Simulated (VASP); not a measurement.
# Zr4Si8H in VASP: single point with PBEsol

Aim: the single point of Zr4Si8H with PBEsol.

All numbers are computed with VASP 6.6.1; they aren't measurements. Logs are shortened: lines on timing, memory, paths and dates and some standing lists are left out, and cuts for length are marked.

### Step 1. The cell of the first run

The cell holds a slab with vacuum, 13 atoms: a = 3.657 Å, b = 3.674 Å, c = 31.453 Å, α = 90.00°, β = 90.00°, γ = 90.00°.

### Step 2. Single point, PBEsol

Contents of INCAR:

```
SYSTEM = Zr4Si8H
PREC     = Accurate       ! precision mode
ENCUT    = 520            ! plane-wave cutoff, eV
EDIFF    = 1E-6           ! SCF threshold, eV
ISMEAR   = 0              ! smearing method
SIGMA    = 0.1            ! smearing width, eV
LREAL    = .FALSE.        ! projectors in reciprocal space
LASPH    = .TRUE.         ! aspherical terms in the spheres
NELM     = 80             ! most SCF steps
ALGO     = Normal         ! electronic algorithm
ISIF     = 2              ! what is computed and relaxed
LWAVE    = .FALSE.        ! write WAVECAR
LCHARG   = .TRUE.         ! write CHGCAR
LDIPOL   = .TRUE.       
IDIPOL   = 3            
DIPOL    = 0.5 0.5 0.482
GGA      = PS             ! functional
LELF     = .TRUE.         ! ELF
LVHAR    = .TRUE.       
LVACPOTAV= .TRUE.       
NBANDS   = 52             ! bands
```

Contents of KPOINTS:

```
Automatic mesh
0
G
  8 8 1
  0 0 0
```

Contents of POSCAR:

```
Zr4Si8H
1.0
    3.6567655750      0.0000000000      0.0000000000
    0.0000000000      3.6742585520      0.0000000000
    0.0000000000      0.0000000000     31.4530958601
Si Zr H
8 4 1
Direct
    0.2500000000      0.5000000000      0.2702436682
    0.7500000000      0.0000000000      0.2704583514
    0.2500000000      0.0000000000      0.3611375859
    0.7500000000      0.0000000000      0.4111138191
    0.2500000000      0.0000000000      0.5024279006
    0.7500000000      0.5000000000      0.5023556793
    0.2500000000      0.5000000000      0.5953667887
    0.7500000000      0.5000000000      0.6480932133
    0.7500000000      0.5000000000      0.3376312043
    0.2500000000      0.5000000000      0.4346202008
    0.7500000000      0.0000000000      0.5691137127
    0.2500000000      0.0000000000      0.6619846606
    0.5000000000      0.2500000000      0.7065904714
```

Potentials or basis: VASP PAW PBE potentials, release 64 (Si, Zr_sv, H).

Started as:

```
$ cat potpaw_PBE.64/Si/POTCAR potpaw_PBE.64/Zr_sv/POTCAR potpaw_PBE.64/H/POTCAR > POTCAR
$ mpirun -np 1 vasp_std > vasp.out
```

OUTCAR:

```text
SYSTEM = Zr4Si8H
   PREC = Accurate
   ENCUT = 520
   EDIFF = 1E-6
   ISMEAR = 0
   LREAL = .FALSE.
   LASPH = .TRUE.
   NELM = 80
   ISIF = 2
   GGA = PS

 ion  position               nearest neighbor table
   1  0.250  0.500  0.270-   2 2.59   2 2.59   2 2.59   2 2.59   9 2.80   9 2.80
   2  0.750  0.000  0.270-   1 2.59   1 2.59   1 2.59   1 2.59   9 2.80   9 2.80
   3  0.250  0.000  0.361-   4 2.41   4 2.41   9 2.70   9 2.70   9 2.70   9 2.70  10 2.95  10 2.95

   4  0.750  0.000  0.411-   3 2.41   3 2.41  10 2.70  10 2.70  10 2.70  10 2.70   9 2.95   9 2.95

   5  0.250  0.000  0.502-   6 2.59   6 2.59   6 2.59   6 2.59  11 2.78  11 2.78  10 2.81  10 2.81
[... 7 lines left out ...]
   9  0.750  0.500  0.338-   3 2.70   3 2.70   3 2.70   3 2.70   1 2.80   1 2.80   2 2.80   2 2.80
                             4 2.95   4 2.95  10 3.56  10 3.56
  10  0.250  0.500  0.435-   4 2.70   4 2.70   4 2.70   4 2.70   6 2.81   6 2.81   5 2.81   5 2.81
                             3 2.95   3 2.95   9 3.56   9 3.56
  11  0.750  0.000  0.569-   7 2.72   7 2.72   7 2.72   7 2.72   5 2.78   5 2.78   6 2.79   6 2.79
                             8 3.09   8 3.09  12 3.45  12 3.45
  12  0.250  0.000  0.662-  13 1.91   8 2.63   8 2.63   8 2.63   8 2.63   7 2.79   7 2.79  11 3.45
                            11 3.45
  13  0.500  0.250  0.707-  12 1.91

  LATTYP: Found a simple orthorhombic cell.
 ALAT       =     3.6567655750
 B/A-ratio  =     1.0047837294
 C/A-ratio  =     8.6013432404

  Lattice vectors:

 A1 = (   3.6567655750,   0.0000000000,   0.0000000000)
 A2 = (   0.0000000000,   3.6742585520,   0.0000000000)
 A3 = (   0.0000000000,   0.0000000000,  31.4530958601)

Analysis of symmetry for initial positions (statically):
=====================================================================
 Subroutine PRICEL returns:
 Original cell was already a primitive cell.

 Routine SETGRP: Setting up the symmetry group for a
 simple orthorhombic supercell.

 Subroutine GETGRP returns: Found  1 space group operations
 (whereof  1 operations were pure point group operations)
 out of a pool of  8 trial point group operations.

The static configuration has the point symmetry C_1 .

Analysis of symmetry for dynamics (positions and initial velocities):
=====================================================================
 Subroutine PRICEL returns:
 Original cell was already a primitive cell.

 Routine SETGRP: Setting up the symmetry group for a
 simple orthorhombic supercell.

 Subroutine GETGRP returns: Found  1 space group operations
 (whereof  1 operations were pure point group operations)
 out of a pool of  8 trial point group operations.

The dynamic configuration has the point symmetry C_1 .

 Subroutine INISYM returns: Found  1 space group operations
 (whereof  1 operations are pure point group operations),
 and found     1 'primitive' translations

----------------------------------------------------------------------------------------

                                     Primitive cell

  volume of cell :     422.6007

  direct lattice vectors                    reciprocal lattice vectors
     3.656765575  0.000000000  0.000000000     0.273465712  0.000000000  0.000000000
     0.000000000  3.674258552  0.000000000     0.000000000  0.272163754  0.000000000
     0.000000000  0.000000000 31.453095860     0.000000000  0.000000000  0.031793373

  length of vectors
     3.656765575  3.674258552 31.453095860     0.273465712  0.272163754  0.031793373

  position of ions in fractional coordinates (direct lattice)
     0.250000000  0.500000000  0.270243668
     0.750000000  0.000000000  0.270458351
     0.250000000  0.000000000  0.361137586
     0.750000000  0.000000000  0.411113819
     0.250000000  0.000000000  0.502427901
     0.750000000  0.500000000  0.502355679
     0.250000000  0.500000000  0.595366789
     0.750000000  0.500000000  0.648093213
     0.750000000  0.500000000  0.337631204
     0.250000000  0.500000000  0.434620201
     0.750000000  0.000000000  0.569113713
     0.250000000  0.000000000  0.661984661
     0.500000000  0.250000000  0.706590471

  ion indices of the primitive-cell ions
   primitive index   ion index
                 1           1
                 2           2
                 3           3
                 4           4
[... 24 lines left out ...]

  Length of vectors
     0.034183214  0.034020469  0.031793373

  Shift w.r.t. Gamma in fractional coordinates (k-lattice)
     0.000000000  0.000000000  0.000000000

 Subroutine IBZKPT returns following result:
 ===========================================

 Found     34 irreducible k-points:

 Following reciprocal coordinates:
            Coordinates               Weight
  0.000000  0.000000  0.000000      1.000000
  0.125000  0.000000  0.000000      2.000000
  0.250000  0.000000  0.000000      2.000000
  0.375000  0.000000  0.000000      2.000000
  0.500000  0.000000  0.000000      1.000000
  0.000000  0.125000  0.000000      2.000000
[... 16 lines left out ...]
  0.125000  0.375000  0.000000      2.000000
  0.125000 -0.375000  0.000000      2.000000
 [... further k-points ...]
   k-points           NKPTS =     34   k-points in BZ     NKDIM =     34   number of bands    NBANDS=     52
   number of dos      NEDOS =    301   number of ions     NIONS =     13
   total plane-waves  NPLWV = 188160
   dimension x,y,z NGX =    28 NGY =   28 NGZ =  240
   dimension x,y,z NGXF=    56 NGYF=   56 NGZF=  480
   ions per type =               8   4   1
   NGX,Y,Z   is equivalent  to a cutoff of  12.73, 12.67, 12.69 a.u.
   NGXF,Y,Z  is equivalent  to a cutoff of  25.46, 25.34, 25.37 a.u.
 SYSTEM =  Zr4Si8H
   PREC   = accura    normal or accurate (medium, high low for compatibility)
   ISTART =      0    job   : 0-new  1-cont  2-samecut
   ICHARG =      2    charge: 1-file 2-atom 10-const
   ISPIN  =      1    spin polarized calculation?
   LNONCOLLINEAR =      F non collinear calculations
   LSORBIT =      F    spin-orbit coupling
   LASPH  =      T    aspherical Exc in radial PAW
   ENCUT  =  520.0 eV  38.22 Ry    6.18 a.u.   6.80  6.83 58.48*2*pi/ulx,y,z
   NELM   =     80;   NELMIN=  2; NELMDL= -5     # of ELM steps
   EDIFF  = 0.1E-05   stopping-criterion for ELM
   LREAL  =      F    real-space projection
   EDIFFG = 0.1E-04   stopping-criterion for IOM
   NSW    =      0    number of steps for IOM
   IBRION =     -1    ionic relax: 0-MD 1-quasi-New 2-CG
   NFREE  =      0    steps in history (QN), initial steepest desc. (CG)
   ISIF   =      2    stress and relaxation
   ISYM   =      2    0-nonsym 1-usesym 2-fastsym
   POTIM  = 0.5000    time-step for ionic-motion
   TEBEG  =    0.0;   TEEND  =   0.0 temperature during run
   PSTRESS=    0.0 pullay stress
   NELECT =      81.0000    total number of electrons
   NUPDOWN=      -1.0000    fix difference up-down
   EMIN   =  10.00;   EMAX   =-10.00  energy-range for DOS
   EFERMI =   0.00;   METHOD = LEGACY
   ISMEAR =     0;   SIGMA  =   0.10  broadening in eV -4-tet -1-fermi 0-gaus
   EFERMI_NEDOS =   21; number of points for ismear=-14 and -15
   IALGO  =     38    algorithm
   IMIX   =      4    mixing-type and parameters
     AMIX     =   0.40;   BMIX     =  1.00
     AMIX_MAG =   1.60;   BMIX_MAG =  1.00
  volume/ion in A,a.u.               =      32.51       219.37
  Fermi-wavevector in a.u.,A,eV,Ry     =   0.943901  1.783714 12.122097  0.890949
  Thomas-Fermi vector in A             =   2.071653
   LORBIT       =      0    0 simple, 1 ext, 2 COOP (PROOUT), +10 PAW based schemes
   GGA     = PS    functional components
   LHFCALC =     F    Hartree Fock is set to
   AEXX    =    0.0000 exact exchange contribution
   IVDW    =     0    specifies the selected vdW correction
   LEPSILON=     F    determine dielectric tensor
   LRPA    =     F    only Hartree local field effects (RPA)
 non-spin polarized calculation
 Gauss-broadening in eV      SIGMA  =   0.10
  energy-cutoff  :      520.00
  volume of cell :      422.60
 maximum number of plane-waves:     11452
 NGX is ok and might be reduce to    28
   NGX = 13   NGY = 13   NGZ =117

 dipolmoment           0.000000      0.000000      0.004431 electrons x Angstroem

 number of electron      80.9999998 magnetization

 dipolmoment           0.000000      0.000000     -0.039124 electrons x Angstroem

 Free energy of the ion-electron system (eV)
  ---------------------------------------------------
  ext. energy  EPLUGINS =         0.00000000
  ---------------------------------------------------
  free energy    TOTEN  =       -90.89392018 eV

  energy without entropy =      -90.86582618  energy(sigma->0) =      -90.87987318

 E-fermi :   2.0306     XC(G=0):  -5.9675

 val. band max:        2.0275415237   @ k =   0.0000   0.2500   0.0000
 cond. band min:       2.0316974621   @ k =   0.0000   0.5000   0.0000
 fundamental gap:      0.0041559384
 Fermi energy:         2.0305794824

 k-point     1 :       0.0000    0.0000    0.0000
  band No.  band energies     occupation
      1     -46.5561      2.00000
      2     -46.3693      2.00000
      3     -46.3085      2.00000
      4     -46.2934      2.00000
      5     -24.8282      2.00000
      6     -24.6671      2.00000
[... 1309 lines left out ...]
     51       4.7527      0.00000
     52       4.9378      0.00000

 [... further k-points ...]

------------------------ aborting loop because EDIFF is reached ----------------------------------------

  FORCE on cell =-STRESS in cart. coord.  units (eV):
  Direction    XX          YY          ZZ          XY          YZ          ZX
  --------------------------------------------------------------------------------------
  -------------------------------------------------------------------------------------
  Total       -1.4905734     -0.4509521      1.5703310      0.3785236      0.2145493     -0.2801724
  in kB       -5.6511094     -1.7096640      5.9534891      1.4350708      0.8134062     -1.0621985
  external PRESSURE =      -0.4690948 kB  Pullay stress =       0.0000000 kB

 VOLUME and BASIS-vectors are now :
 -----------------------------------------------------------------------------
  energy-cutoff  :      520.00
  volume of cell :      422.60
      direct lattice vectors                 reciprocal lattice vectors
     3.656765575  0.000000000  0.000000000     0.273465712  0.000000000  0.000000000
     0.000000000  3.674258552  0.000000000     0.000000000  0.272163754  0.000000000
     0.000000000  0.000000000 31.453095860     0.000000000  0.000000000  0.031793373

 POSITION                                       TOTAL-FORCE (eV/Angst)
 -----------------------------------------------------------------------------------
      0.91419      1.83713      8.50000         0.006865      0.000828     -0.169846
      2.74257      0.00000      8.50675        -0.006491     -0.001941     -0.265030
      0.91419      0.00000     11.35890        -0.000999      0.002454     -0.388978
      2.74257      0.00000     12.93080         0.006352      0.001219      0.039734
      0.91419      0.00000     15.80291        -0.007263      0.004722     -0.050549
      2.74257      1.83713     15.80064         0.012824      0.025469     -0.041143
      0.91419      1.83713     18.72613         0.185038      0.122452     -0.268690
      2.74257      1.83713     20.38454        -0.138841     -0.177307     -0.359001
      2.74257      1.83713     10.61955        -0.001499     -0.000450      0.721035
      0.91419      1.83713     13.67015        -0.001347     -0.001802      0.094432
      2.74257      0.00000     17.90039         0.018505     -0.076014      0.088119
      0.91419      0.00000     20.82147        -0.179758     -0.131392      0.581699
      1.82838      0.91856     22.22446         0.106616      0.231763      0.018217
 -----------------------------------------------------------------------------------
    total drift:                                0.000007     -0.000031      0.000181

  FREE ENERGIE OF THE ION-ELECTRON SYSTEM (eV)
  ---------------------------------------------------
  free  energy   TOTEN  =       -90.8939201838 eV

  energy  without entropy=      -90.8658261817  energy(sigma->0) =      -90.87987318

 vacuum level on the upper side and lower side of the slab         6.787         7.314
```

Run time: 18 min. Hardware: 1 thread of Intel Xeon Platinum 8488C (Sapphire Rapids), shared host; peak memory 0.8 GiB.

Results:

- Free energy: -90.8939 eV
- Largest force: 0.721 eV/Å
- Band gap on the k mesh: zero (an odd number of electrons rules out a gap without spin polarisation)

Forces in eV/Å, atoms in the order of the input:
```
Si   0.007  0.001 -0.170
Si  -0.006 -0.002 -0.265
Si  -0.001  0.002 -0.389
Si   0.006  0.001  0.040
Si  -0.007  0.005 -0.051
Si   0.013  0.025 -0.041
Si   0.185  0.122 -0.269
Si  -0.139 -0.177 -0.359
Zr  -0.001  0.000  0.721
Zr  -0.001 -0.002  0.094
Zr   0.019 -0.076  0.088
Zr  -0.180 -0.131  0.582
H    0.107  0.232  0.018
```

Levels at points of the mesh, in eV from the Fermi level:
```csv
k point,band 36,band 37,band 38,band 39,band 40,band 41,band 42,band 43,band 44,band 45
"(0.00, 0.00, 0.00)",-1.64,-1.55,-1.49,-1.21,0.16,0.42,0.96,1.26,1.58,1.68
"(0.50, 0.00, 0.00)",-1.78,-0.54,-0.42,-0.24,-0.09,0.02,0.53,0.55,1.05,1.23
"(0.00, 0.50, 0.00)",-1.14,-0.85,-0.44,-0.37,-0.34,0.00,0.18,0.26,1.17,1.33
"(0.50, 0.50, 0.00)",-2.80,-2.07,-1.94,-1.91,-0.34,-0.31,0.37,2.04,2.54,2.64
```

Caveat: the PAW data sets were made with another functional, which shifts forces and pressure a little; an odd number of electrons without spin polarisation forces a metal; a magnetic or distorted state may lie lower.
